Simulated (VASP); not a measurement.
A run of VASP 6.6.1 is set up as follows.

Contents of INCAR:

```
SYSTEM = AlGa3N4
PREC     = Accurate       ! precision mode
ENCUT    = 520            ! plane-wave cutoff, eV
EDIFF    = 1E-7           ! SCF threshold, eV
ISMEAR   = 0              ! smearing method
SIGMA    = 0.02           ! smearing width, eV
LREAL    = .FALSE.        ! projectors in reciprocal space
LASPH    = .TRUE.         ! aspherical terms in the spheres
NELM     = 80             ! most SCF steps
ALGO     = Normal         ! electronic algorithm
ISIF     = 2              ! what is computed and relaxed
LWAVE    = .FALSE.        ! write WAVECAR
LCHARG   = .FALSE.        ! write CHGCAR
GGA      = PS             ! functional
NBANDS   = 41             ! bands
```

The input KPOINTS:

```
regular mesh
0
G
  6 8 6
  0 0 0
```

POSCAR

```
AlGa3N4
1.0
    5.1423511994      0.0000000000      0.0001215027
    0.0000000000      3.1649848006      0.0000000000
   -0.0035856898      0.0000000000      5.4784941377
Al Ga N
1 3 4
Direct
    0.0006034227      0.5000000000      0.6673576245
    0.4991167030      0.5000000000      0.3349195796
    0.4990273845      0.0000000000      0.8315570005
    0.9998617813      0.0000000000      0.1661805284
    0.1196687538      0.5000000000      0.3400974154
    0.1176459792      0.0000000000      0.8263760592
    0.6204436392      0.0000000000      0.1662162869
    0.6312323464      0.5000000000      0.6672965055
```

Potentials or basis: VASP PAW PBE potentials, release 64 (Al, Ga_d, N).

Run with:

```bash
$ cat potpaw_PBE.64/Al/POTCAR potpaw_PBE.64/Ga_d/POTCAR potpaw_PBE.64/N/POTCAR > POTCAR
$ mpirun -np 1 vasp_std > vasp.out
```

(1) What does it give for the pressure?

(2) Estimate the largest force.

(3) What does it give for the band gap on the k mesh?

Answers

(1) -0.2 GPa.

(2) 0.014 eV/Å.

(3) 2.38 eV.

Caveat: the PAW data sets were made with another functional, which shifts forces and pressure a little.
